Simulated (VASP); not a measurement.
Wanted: the native input for a VASP 6.6.1 run.

```
Task                   : single point
Functional             : PBE
Potentials or basis    : VASP PAW PBE potentials, release 64 (Ba_sv, Zr_sv, O_h)
Cutoff                 : 1340 eV
k mesh                 : 6 × 6 × 6
Occupations            : gaussian, width 0.01 eV
Spin                   : no spin polarisation
Dipole correction      : no
Further INCAR settings : ALGO = Normal; EDIFF = 1e-06; NBANDS = 28
```

The structure of BaZrO3 lies in POSCAR:

```
BaZrO3
1.0
    4.1632093537      0.0000000000      0.0000000000
    0.0000000000      4.1632093537      0.0000000000
    0.0000000000      0.0000000000      4.1632093537
Ba Zr O
1 1 3
Direct
    0.0000000000      0.0000000000      0.0000000000
    0.5000000000      0.5000000000      0.5000000000
    0.0000000000      0.5000000000      0.5000000000
    0.5000000000      0.0000000000      0.5000000000
    0.5000000000      0.5000000000      0.0000000000
```

These files were run (other wordings do the same):

INCAR

```
SYSTEM = BaZrO3
PREC = Accurate
ENCUT = 1340
EDIFF = 1E-6
ISMEAR = 0
SIGMA = 0.01
LREAL = .False.
LASPH = .True.
NELM = 120
ALGO = Normal
ISIF = 2
LWAVE = .False.
LCHARG = .False.
GGA = PE
NBANDS = 28
GGA_COMPAT = .False.
```

KPOINTS

```
Automatic mesh
0
Gamma
  6 6 6
  0 0 0
```

Potentials or basis: VASP PAW PBE potentials, release 64 (Ba_sv, Zr_sv, O_h).

Run with:

```sh
$ cat potpaw_PBE.64/Ba_sv/POTCAR potpaw_PBE.64/Zr_sv/POTCAR potpaw_PBE.64/O_h/POTCAR > POTCAR
$ mpirun -np 1 vasp_std > vasp.out
```

Results of the run:

```yaml
Pressure: 8.6 GPa
Band_gap_on_the_k_mesh: 3.24 eV (least direct gap 3.44 eV)
```

Caveat: the cell stands under pressure; spin-orbit coupling is left out, which moves the levels of the heavy elements.

It took 120 s on 1 thread of Intel(R) Xeon(R) 6975P-C (Granite Rapids), with other jobs on the host, peak memory 0.45 GiB.
